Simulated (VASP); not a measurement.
Here is a VASP 6.6.1 calculation.

File INCAR:

```
SYSTEM = HfN
PREC = Accurate
ENCUT = 520
EDIFF = 1E-6
ISMEAR = -1
SIGMA = 0.05
LREAL = .False.
LASPH = .True.
NELM = 60
ALGO = Normal
ISIF = 2
LWAVE = .False.
LCHARG = .False.
GGA = PE
NBANDS = 14
```

The input KPOINTS:

```
regular mesh
0
Gamma
  9 9 9
  0 0 0
```

Contents of POSCAR:

```
HfN
1.0
    2.8060694958      0.0000000000      0.0000000000
    0.0000000000      2.8060694958      0.0000000000
    0.0000000000      0.0000000000      2.8060694958
Hf N
1 1
Direct
    0.5000000000      0.5000000000      0.5000000000
    0.0000000000      0.0000000000      0.0000000000
```

Potentials or basis: VASP PAW PBE potentials, release 64 (Hf_pv, N).

The run is started by

```bash
$ cat potpaw_PBE.64/Hf_pv/POTCAR potpaw_PBE.64/N/POTCAR > POTCAR
$ mpirun -np 1 vasp_std > vasp.out
```

What does it give for the pressure?

2.3 GPa.
